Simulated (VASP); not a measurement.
Write the native input for VASP 6.6.1 that does the following.

- Task: single point
- Functional: r2SCAN
- Potentials or basis: VASP PAW PBE potentials, release 64 (Pb_d, Se)
- Cutoff: 520 eV
- k mesh: 10 × 10 × 10
- Occupations: gaussian, width 0.05 eV
- Spin: no spin polarisation
- Dipole correction: no
- Further INCAR settings: ALGO = Normal; EDIFF = 1e-07; NBANDS = 17

Crystal: PbSe.

```
Pb Se
1.0
     0.00000    3.06215    3.06215
     3.06215    0.00000    3.06215
     3.06215    3.06215    0.00000
Pb Se
1 1
Cartesian
  0.0000 0.0000 0.0000
  2.8372 3.0621 2.8372
```

This cell differs from its parent crystal: atom 2 (Se) moved by (-0.225, -0.225) A along x and z.

These files were run (other wordings do the same):

POSCAR

```
PbSe
1.0
    0.0000000000      3.0621500000      3.0621500000
    3.0621500000      0.0000000000      3.0621500000
    3.0621500000      3.0621500000      0.0000000000
Pb Se
1 1
Direct
    0.0000000000      0.0000000000      0.0000000000
    0.5000000000      0.4265222148      0.5000000000
```

INCAR.step1

```
SYSTEM = PbSe
PREC     = Accurate       ! precision mode
ENCUT    = 520            ! plane-wave cutoff, eV
ISMEAR   = 0              ! smearing method
SIGMA    = 0.05           ! smearing width, eV
LREAL    = .False.        ! projectors in reciprocal space
LASPH    = .True.         ! aspherical terms in the spheres
NELM     = 100            ! most SCF steps
NBANDS   = 17             ! bands
GGA      = PE             ! functional
ALGO     = Normal         ! electronic algorithm
EDIFF    = 1E-4           ! SCF threshold, eV
LWAVE    = .True.         ! write WAVECAR
LCHARG   = .False.        ! write CHGCAR
```

INCAR.step2

```
SYSTEM = PbSe
PREC     = Accurate       ! precision mode
ENCUT    = 520            ! plane-wave cutoff, eV
EDIFF    = 1E-7           ! SCF threshold, eV
ISMEAR   = 0              ! smearing method
SIGMA    = 0.05           ! smearing width, eV
LREAL    = .False.        ! projectors in reciprocal space
LASPH    = .True.         ! aspherical terms in the spheres
NELM     = 100            ! most SCF steps
ALGO     = Normal         ! electronic algorithm
ISIF     = 2              ! what is computed and relaxed
LWAVE    = .False.        ! write WAVECAR
LCHARG   = .True.         ! write CHGCAR
METAGGA  = R2SCAN         ! meta-GGA
LMIXTAU  = .True.       
LELF     = .True.         ! ELF
LVHAR    = .True.       
NBANDS   = 17             ! bands
ISTART   = 1
```

KPOINTS

```
Automatic mesh
0
Gamma
  10 10 10
  0 0 0
```

Potentials or basis: VASP PAW PBE potentials, release 64 (Pb_d, Se).

Launch:

```console
$ cat potpaw_PBE.64/Pb_d/POTCAR potpaw_PBE.64/Se/POTCAR > POTCAR
$ cp INCAR.step1 INCAR
$ mpirun -np 1 vasp_std > vasp.out
$ cp INCAR.step2 INCAR
$ mpirun -np 1 vasp_std > vasp.out
```

It gave:

```json
{
  "Pressure": "3.0 GPa",
  "Largest force": "0.459 eV/Å",
  "Band gap on the k mesh": "0.72 eV, direct"
}
```

Caveat: the cell differs from its parent crystal (atom 2 (Se) moved by (-0.225, -0.225) A along x and z); the PAW data sets were made with another functional, which shifts forces and pressure a little; spin-orbit coupling is left out, which moves the levels of the heavy elements.

Run time: 18 min on 1 thread of AMD EPYC 7R43 64-Core Processor (Zen 3), with other jobs on the host, peak memory 0.27 GiB.
